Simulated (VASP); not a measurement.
Write the native input for VASP 6.6.1 that does the following.

* Task: single point
* Functional: PBE
* Potentials or basis: VASP PAW PBE potentials, release 64 (Se)
* Cutoff: 500 eV
* k mesh: 12 × 12 × 12
* Occupations: fermi-dirac, width 0.1 eV
* Spin: no spin polarisation
* Dipole correction: no
* Further INCAR settings: ALGO = Normal; EDIFF = 1e-06; NBANDS = 9

The structure of Se lies in POSCAR:

```
Se
1.0
    0.0000000000      2.3753350000      2.3753350000
    2.3753350000      0.0000000000      2.3753350000
    2.3753350000      2.3753350000      0.0000000000
Se
1
Direct
    0.0000000000      0.0000000000      0.0000000000
```

This isn't the form of Se at room conditions, which is trigonal, of chains.

The input as run:

INCAR

```
ALGO = Normal ; EDIFF = 1E-6
ENCUT = 500 ; GGA = PE
GGA_COMPAT = F ; ISIF = 2
ISMEAR = -1 ; LASPH = T
LCHARG = F ; LREAL = F
LWAVE = F ; NBANDS = 9
NELM = 120 ; PREC = Accurate
SIGMA = 0.1
```

KPOINTS

```
k-points
0
Gamma
  12 12 12
```

Potentials or basis: VASP PAW PBE potentials, release 64 (Se).

The run is started by

```bash
$ cat potpaw_PBE.64/Se/POTCAR > POTCAR
$ mpirun -np 1 vasp_std > vasp.out
```

Results of the run:

| Item | Value |
| --- | --- |
| Pressure | -9.8 GPa |
| Band gap on the k mesh | zero (bands 3 and 4 overlap by 3.20 eV) |

Caveat: the cell stands under tension.

Wall time 14 s on 1 thread of Intel Xeon 8259CL, on a shared host, peak memory 0.14 GiB.
